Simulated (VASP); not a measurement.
# Hf2N (P4_2/mnm) in VASP: further runs

Runs on Hf2N. Level: PBEsol. Tasks: single point.

Program: VASP 6.6.1. These are calculated values, not measurements. Logs are shortened: lines on timing, memory, paths and dates and some standing lists are left out, and cuts for length are marked.

**1. The cell of the first run**

It takes space group P4_2/mnm (No. 136, tetragonal). The conventional cell has a = 5.296 Å, b = 5.296 Å, c = 3.227 Å, α = 90.00°, β = 90.00°, γ = 90.00°. Within 2.9 Å of Hf (site symmetry m2m) lie 3 N at 2.21 to 2.22 Å. Within 2.9 Å of N (site symmetry mmm) lie 6 Hf at 2.21 to 2.22 Å.

**2. Single point, PBEsol**

File INCAR:

```
SYSTEM = Hf2N
ALGO = Normal
EDIFF = 1E-6
ENCUT = 520
GGA = PS
ISIF = 2
ISMEAR = 0
LASPH = .True.
LCHARG = .False.
LREAL = .False.
LWAVE = .False.
NBANDS = 34
NELM = 60
PREC = Accurate
SIGMA = 0.1
```

File KPOINTS:

```
k-points
0
Gamma
  8 8 12
  0 0 0
```

File POSCAR:

```
Hf2N
1.0
    5.2955389260      0.0000000000      0.0000000000
    0.0000000000      5.2955389260      0.0000000000
    0.0000000000      0.0000000000      3.2274489818
Hf N
4 2
Direct
    0.2954633021      0.2954633021      0.0000000000
    0.7045366979      0.7045366979      0.0000000000
    0.7954633021      0.2045366979      0.5000000000
    0.2045366979      0.7954633021      0.5000000000
    0.0000000000      0.0000000000      0.0000000000
    0.5000000000      0.5000000000      0.5000000000
```

Potentials or basis: VASP PAW PBE potentials, release 64 (Hf_pv, N).

Run with:

```sh
$ cat potpaw_PBE.64/Hf_pv/POTCAR potpaw_PBE.64/N/POTCAR > POTCAR
$ mpirun -np 1 vasp_std > vasp.out
```

OUTCAR:

```text
SYSTEM = Hf2N
   EDIFF = 1E-6
   ENCUT = 520
   GGA = PS
   ISIF = 2
   ISMEAR = 0
   LASPH = .True.
   LREAL = .False.
   NELM = 60
   PREC = Accurate

 ion  position               nearest neighbor table
   1  0.295  0.295  0.000-   5 2.21   6 2.22   6 2.22   2 3.06   4 3.14   3 3.14   4 3.14   3 3.14
                             4 3.14   4 3.14   3 3.14   3 3.14   2 3.81   2 3.81
   2  0.705  0.705  0.000-   5 2.21   6 2.22   6 2.22   1 3.06   4 3.14   3 3.14   4 3.14   3 3.14
                             3 3.14   3 3.14   4 3.14   4 3.14   1 3.81   1 3.81
   3  0.795  0.205  0.500-   6 2.21   5 2.22   5 2.22   4 3.06   1 3.14   1 3.14   2 3.14   2 3.14
                             2 3.14   2 3.14   1 3.14   1 3.14   4 3.81   4 3.81
   4  0.205  0.795  0.500-   6 2.21   5 2.22   5 2.22   3 3.06   1 3.14   1 3.14   2 3.14   2 3.14
                             1 3.14   1 3.14   2 3.14   2 3.14   3 3.81   3 3.81
   5  0.000  0.000  0.000-   1 2.21   2 2.21   3 2.22   4 2.22   3 2.22   4 2.22
   6  0.500  0.500  0.500-   3 2.21   4 2.21   1 2.22   2 2.22   1 2.22   2 2.22

  LATTYP: Found a simple tetragonal cell.
 ALAT       =     5.2955389260
 C/A-ratio  =     0.6094656327

  Lattice vectors:

 A1 = (   5.2955389260,   0.0000000000,   0.0000000000)
 A2 = (   0.0000000000,   5.2955389260,   0.0000000000)
 A3 = (   0.0000000000,   0.0000000000,   3.2274489818)

Analysis of symmetry for initial positions (statically):
=====================================================================
 Subroutine PRICEL returns:
 Original cell was already a primitive cell.

 Routine SETGRP: Setting up the symmetry group for a
 simple tetragonal supercell.

 Subroutine GETGRP returns: Found 16 space group operations
 (whereof  8 operations were pure point group operations)
 out of a pool of 16 trial point group operations.

The static configuration has the point symmetry D_2h.
 The point group associated with its full space group is D_4h.

Analysis of symmetry for dynamics (positions and initial velocities):
=====================================================================
 Subroutine PRICEL returns:
 Original cell was already a primitive cell.

 Routine SETGRP: Setting up the symmetry group for a
 simple tetragonal supercell.

 Subroutine GETGRP returns: Found 16 space group operations
 (whereof  8 operations were pure point group operations)
 out of a pool of 16 trial point group operations.

The dynamic configuration has the point symmetry D_2h.
 The point group associated with its full space group is D_4h.

 Subroutine INISYM returns: Found 16 space group operations
 (whereof  8 operations are pure point group operations),
 and found     1 'primitive' translations

----------------------------------------------------------------------------------------

                                     Primitive cell

  volume of cell :      90.5065

  direct lattice vectors                    reciprocal lattice vectors
     5.295538926  0.000000000  0.000000000     0.188838193  0.000000000  0.000000000
     0.000000000  5.295538926  0.000000000     0.000000000  0.188838193  0.000000000
     0.000000000  0.000000000  3.227448982     0.000000000  0.000000000  0.309842233

  length of vectors
     5.295538926  5.295538926  3.227448982     0.188838193  0.188838193  0.309842233

  position of ions in fractional coordinates (direct lattice)
     0.295463302  0.295463302  0.000000000
     0.704536698  0.704536698  0.000000000
     0.795463302  0.204536698  0.500000000
     0.204536698  0.795463302  0.500000000
     0.000000000  0.000000000  0.000000000
     0.500000000  0.500000000  0.500000000

  ion indices of the primitive-cell ions
   primitive index   ion index
                 1           1
                 2           2
                 3           3
                 4           4
                 5           5
                 6           6

----------------------------------------------------------------------------------------

 KPOINTS: k-points

Automatic generation of k-mesh.
 Grid dimensions read from file:
 generate k-points for:    8    8   12

 Generating k-lattice:

  Cartesian coordinates                     Fractional coordinates (reciprocal lattice)
     0.023604774  0.000000000  0.000000000     0.125000000  0.000000000  0.000000000
     0.000000000  0.023604774  0.000000000     0.000000000  0.125000000  0.000000000
     0.000000000  0.000000000  0.025820186     0.000000000  0.000000000  0.083333333

  Length of vectors
     0.023604774  0.023604774  0.025820186

  Shift w.r.t. Gamma in fractional coordinates (k-lattice)
     0.000000000  0.000000000  0.000000000

 Subroutine IBZKPT returns following result:
 ===========================================

 Found    105 irreducible k-points:

 Following reciprocal coordinates:
            Coordinates               Weight
  0.000000  0.000000  0.000000      1.000000
  0.125000  0.000000  0.000000      4.000000
  0.250000  0.000000  0.000000      4.000000
  0.375000  0.000000  0.000000      4.000000
  0.500000  0.000000  0.000000      2.000000
  0.125000  0.125000  0.000000      4.000000
[... 16 lines left out ...]
  0.375000  0.125000  0.083333     16.000000
  0.500000  0.125000  0.083333      8.000000
 [... further k-points ...]
   k-points           NKPTS =    105   k-points in BZ     NKDIM =    105   number of bands    NBANDS=     34
   number of dos      NEDOS =    301   number of ions     NIONS =      6
   total plane-waves  NPLWV =  38400
   dimension x,y,z NGX =    40 NGY =   40 NGZ =   24
   dimension x,y,z NGXF=    80 NGYF=   80 NGZF=   48
   ions per type =               4   2
   NGX,Y,Z   is equivalent  to a cutoff of  12.56, 12.56, 12.36 a.u.
   NGXF,Y,Z  is equivalent  to a cutoff of  25.11, 25.11, 24.72 a.u.
 SYSTEM =  Hf2N
   PREC   = accura    normal or accurate (medium, high low for compatibility)
   ISTART =      0    job   : 0-new  1-cont  2-samecut
   ICHARG =      2    charge: 1-file 2-atom 10-const
   ISPIN  =      1    spin polarized calculation?
   LNONCOLLINEAR =      F non collinear calculations
   LSORBIT =      F    spin-orbit coupling
   LASPH  =      T    aspherical Exc in radial PAW
   ENCUT  =  520.0 eV  38.22 Ry    6.18 a.u.   9.85  9.85  6.00*2*pi/ulx,y,z
   NELM   =     60;   NELMIN=  2; NELMDL= -5     # of ELM steps
   EDIFF  = 0.1E-05   stopping-criterion for ELM
   LREAL  =      F    real-space projection
   EDIFFG = 0.1E-04   stopping-criterion for IOM
   NSW    =      0    number of steps for IOM
   IBRION =     -1    ionic relax: 0-MD 1-quasi-New 2-CG
   NFREE  =      0    steps in history (QN), initial steepest desc. (CG)
   ISIF   =      2    stress and relaxation
   ISYM   =      2    0-nonsym 1-usesym 2-fastsym
   POTIM  = 0.5000    time-step for ionic-motion
   TEBEG  =    0.0;   TEEND  =   0.0 temperature during run
   PSTRESS=    0.0 pullay stress
   NELECT =      50.0000    total number of electrons
   NUPDOWN=      -1.0000    fix difference up-down
   EMIN   =  10.00;   EMAX   =-10.00  energy-range for DOS
   EFERMI =   0.00;   METHOD = LEGACY
   ISMEAR =     0;   SIGMA  =   0.10  broadening in eV -4-tet -1-fermi 0-gaus
   EFERMI_NEDOS =   21; number of points for ismear=-14 and -15
   IALGO  =     38    algorithm
   IMIX   =      4    mixing-type and parameters
     AMIX     =   0.40;   BMIX     =  1.00
     AMIX_MAG =   1.60;   BMIX_MAG =  1.00
  volume/ion in A,a.u.               =      15.08       101.79
  Fermi-wavevector in a.u.,A,eV,Ry     =   1.343296  2.538461 24.550939  1.804443
  Thomas-Fermi vector in A             =   2.471381
   LORBIT       =      0    0 simple, 1 ext, 2 COOP (PROOUT), +10 PAW based schemes
   GGA     = PS    functional components
   LHFCALC =     F    Hartree Fock is set to
   AEXX    =    0.0000 exact exchange contribution
   IVDW    =     0    specifies the selected vdW correction
   LEPSILON=     F    determine dielectric tensor
   LRPA    =     F    only Hartree local field effects (RPA)
 non-spin polarized calculation
 Gauss-broadening in eV      SIGMA  =   0.10
  energy-cutoff  :      520.00
  volume of cell :       90.51
 maximum number of plane-waves:      2464
 NGX is ok and might be reduce to    40
   NGX = 19   NGY = 19   NGZ = 13

 number of electron      50.0000007 magnetization

 Free energy of the ion-electron system (eV)
  ---------------------------------------------------
  ext. energy  EPLUGINS =         0.00000000
  ---------------------------------------------------
  free energy    TOTEN  =       -67.50399401 eV

  energy without entropy =      -67.49138184  energy(sigma->0) =      -67.49768793

 E-fermi :   5.8835     XC(G=0): -12.1599

 val. band max:        5.8508153256   @ k =   0.3750   0.3750   0.3333
 cond. band min:       5.8872622247   @ k =   0.2500   0.2500   0.3333
 fundamental gap:      0.0364468990
 Fermi energy:         5.8835137001

 k-point     1 :       0.0000    0.0000    0.0000
  band No.  band energies     occupation
      1     -25.2583      2.00000
      2     -24.7396      2.00000
      3     -24.6756      2.00000
      4     -24.6756      2.00000
      5     -24.4387      2.00000
      6     -24.2880      2.00000
[... 26 lines left out ...]
     33       9.1720      0.00000
     34       9.1720      0.00000

 k-point     2 :       0.1250    0.0000    0.0000
  band No.  band energies     occupation
      1     -25.2354      2.00000
      2     -24.7331      2.00000
      3     -24.7023      2.00000
      4     -24.6428      2.00000
      5     -24.4300      2.00000
      6     -24.2832      2.00000
[... 26 lines left out ...]
     33       9.1438      0.00000
     34       9.4594      0.00000
[... 775 lines left out ...]
     33       9.9047      0.00000
     34      10.4766      0.00000

 k-point    24 :       0.5000    0.1250    0.0833
  band No.  band energies     occupation
      1     -24.9424      2.00000
      2     -24.9424      2.00000
      3     -24.5090      2.00000
      4     -24.5090      2.00000
      5     -24.4152      2.00000
      6     -24.4152      2.00000
[... 26 lines left out ...]
     33       9.9489      0.00000
     34       9.9490      0.00000

 [... further k-points ...]

------------------------ aborting loop because EDIFF is reached ----------------------------------------

  FORCE on cell =-STRESS in cart. coord.  units (eV):
  Direction    XX          YY          ZZ          XY          YZ          ZX
  --------------------------------------------------------------------------------------
  -------------------------------------------------------------------------------------
  Total       -0.5371424     -0.5371424     -0.6240961      0.0000000      0.0000000      0.0000000
  in kB       -9.5086813     -9.5086813    -11.0479666      0.0000000      0.0000000      0.0000000
  external PRESSURE =     -10.0217764 kB  Pullay stress =       0.0000000 kB

 VOLUME and BASIS-vectors are now :
 -----------------------------------------------------------------------------
  energy-cutoff  :      520.00
  volume of cell :       90.51
      direct lattice vectors                 reciprocal lattice vectors
     5.295538926  0.000000000  0.000000000     0.188838193  0.000000000  0.000000000
     0.000000000  5.295538926  0.000000000     0.000000000  0.188838193  0.000000000
     0.000000000  0.000000000  3.227448982     0.000000000  0.000000000  0.309842233

 POSITION                                       TOTAL-FORCE (eV/Angst)
 -----------------------------------------------------------------------------------
      1.56464      1.56464      0.00000         0.002094      0.002094     -0.000000
      3.73090      3.73090      0.00000        -0.002094     -0.002094      0.000000
      4.21241      1.08313      1.61372         0.002094     -0.002094      0.000000
      1.08313      4.21241      1.61372        -0.002094      0.002094     -0.000000
      0.00000      0.00000      0.00000         0.000000      0.000000      0.000000
      2.64777      2.64777      1.61372         0.000000      0.000000      0.000000
 -----------------------------------------------------------------------------------
    total drift:                               -0.000000      0.000000      0.000000

  FREE ENERGIE OF THE ION-ELECTRON SYSTEM (eV)
  ---------------------------------------------------
  free  energy   TOTEN  =       -67.5039940119 eV

  energy  without entropy=      -67.4913818444  energy(sigma->0) =      -67.49768793
```

It took 6.7 min on 1 thread of Intel Xeon 8259CL, shared host; peak memory 0.37 GiB.

Results:

| Item | Value |
| --- | --- |
| Free energy | -67.5040 eV |
| Pressure | -1.0 GPa |
| Band gap on the k mesh | zero (bands 25 and 26 overlap by 2.70 eV) |

Forces in eV/Å, atoms in the order of the input:
```
Hf   0.002  0.002  0.000
Hf  -0.002 -0.002  0.000
Hf   0.002 -0.002  0.000
Hf  -0.002  0.002  0.000
N    0.000  0.000  0.000
N    0.000  0.000  0.000
```

Stress tensor (GPa, compression positive):
```
-0.95  0.00  0.00
 0.00 -0.95  0.00
 0.00  0.00 -1.10
```

Caveat: the PAW data sets were made with another functional, which shifts forces and pressure a little; spin-orbit coupling is left out, which moves the levels of the heavy elements.

(Part 1 of 2 ends here.)

The gap in the log of VASP goes by the Fermi energy; the results here count the filled bands.